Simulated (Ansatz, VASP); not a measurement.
# BAs2: VASP beside Ansatz

INCAR

```
PREC = Accurate
ENCUT = 600
EDIFF = 1E-7
ISMEAR = 0
SIGMA = 0.1
LREAL = F
LASPH = T
NELM = 120
ALGO = Normal
ISIF = 3
LWAVE = F
LCHARG = F
GGA = PE
IBRION = 2
NSW = 90
EDIFFG = -0.04
GGA_COMPAT = F
NELMIN = 4
```

Contents of KPOINTS:

```
regular mesh
0
Gamma
  6 6 4
```

POSCAR

```
BAs2
1.0
    2.9318614500      0.0000000000      0.0000000000
    0.0000000000      2.9318614500      0.0000000000
    0.0000000000      0.0000000000      6.0491661300
B As
1 2
Direct
    0.0000000000      0.0000000000      0.0000000000
    0.5000000000      0.5000000000      0.2949999900
    0.5000000000      0.5000000000      0.7050000100
```

Input for Ansatz:

```yaml
crystal:
  lattice:
    - [2.93186145, 0.0, 0.0]
    - [0.0, 2.93186145, 0.0]
    - [0.0, 0.0, 6.04916613]
  atoms:
    - { symbol: B, position: [0.0, 0.0, 0.0] }
    - { symbol: As, position: [0.5, 0.5, 0.29499999] }
    - { symbol: As, position: [0.5, 0.5, 0.70500001] }
basis:
  ecutwfc: 420
kpoints:
  mp_grid: { grid: [6, 6, 4] }
hamiltonian:
  xc: pbe
scf:
  occupations: { method: gaussian, width: 0.1 }
  lower_state_search: "off"
output:
  forces: true
  stress: true
  eigenvalues: true
relax:
  adjacent_minimum: "off"
  f_tol: 0.04
  max_steps: 70
  cell: { stress_tol: 0.4 }
```

Change from the starting cell: species swapped into the Ga2Cu type (P4/mmm, No. 123).

Alike in both runs: task relaxation of cell and atoms; functional PBE; k mesh 6 × 6 × 4; occupations gaussian, width 0.1 eV; no spin polarisation.

|  | VASP | Ansatz |
| --- | --- | --- |
| version | VASP 6.6.1 | Ansatz 0.2.0 |
| potentials or method | VASP PAW PBE potentials, release 64 (B, As_d), cutoff 600 eV | scalar-relativistic, plane waves, PAW |
| valence electrons in the cell | 33 | 33 |

```csv
,VASP,Ansatz,Ansatz less VASP
"gap on the k mesh at the Fermi level, each at its own relaxed structure (eV)",none,none,-
relaxed volume (Å³/atom),20.16,19.44,-0.717
relaxed cell length with the largest relative difference (Å),6.545,6.320,-0.2250
```

A gap of «none» marks a metal or a gap that the smearing closes.

Noted on VASP's run: the volume moved by over 15 % at a fixed basis, so the end points are rough.
